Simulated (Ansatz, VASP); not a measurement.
K in VASP and in Ansatz

File INCAR:

```
PREC     = Accurate       # precision mode
ENCUT    = 520            # plane-wave cutoff, eV
EDIFF    = 1E-7           # SCF threshold, eV
ISMEAR   = -1             # smearing method
SIGMA    = 0.1            # smearing width, eV
LREAL    = F              # projectors in reciprocal space
LASPH    = T              # aspherical terms in the spheres
NELM     = 60             # most SCF steps
ALGO     = Normal         # electronic algorithm
ISIF     = 2              # what is computed and relaxed
LWAVE    = F              # write WAVECAR
LCHARG   = F              # write CHGCAR
GGA      = B5             # functional
ALDAX    = 1.0          
AGGAX    = 1.0          
AGGAC    = 1.0          
ALDAC    = 0.0          
NBANDS   = 10             # bands
```

KPOINTS

```
regular mesh
0
Gamma
  9 9 9
```

The input POSCAR:

```
K
1.0
    0.0000000000      3.4903644256      3.4903644256
    3.4903644256      0.0000000000      3.4903644256
    3.4903644256      3.4903644256      0.0000000000
K
1
Direct
    0.0000000000      0.0000000000      0.0000000000
```

Input for Ansatz:

```yaml
crystal:
  lattice:
    - [0.0, 3.4903644256, 3.4903644256]
    - [3.4903644256, 0.0, 3.4903644256]
    - [3.4903644256, 3.4903644256, 0.0]
  atoms:
    - { symbol: K, position: [0.0, 0.0, 0.0] }
hamiltonian:
  xc: blyp
  pseudopotentials:
    kind: paw
    azcp:
      K: "pseudopotentials/K.paw.azcp"
basis:
  ecutwfc: 420
  fft_grid_basis: typed
kpoints:
  mp_grid: { grid: [9, 9, 9], shift: [0, 0, 0] }
magnetization:
  spin_polarized: false
scf:
  occupations: { method: fermi_dirac, width: 0.1 }
  lower_state_search: "off"
output:
  stress: true
```

Alike in both runs: task single point; functional BLYP; k mesh 9 × 9 × 9; occupations fermi-dirac, width 0.1 eV; no spin polarisation.

```csv
,VASP,Ansatz
version,VASP 6.6.1,Ansatz 0.2.0
potentials or method,"VASP PAW PBE potentials, release 64 (K_sv), cutoff 520 eV","plane waves (420 eV) with PAW, scalar-relativistic"
valence electrons in the cell,9,9
```

|  | VASP | Ansatz | Ansatz less VASP |
| --- | --- | --- | --- |
| pressure (GPa) | -0.3 | -0.3 | +0.01 |

VASP's potentials were made for PBE, not for BLYP.
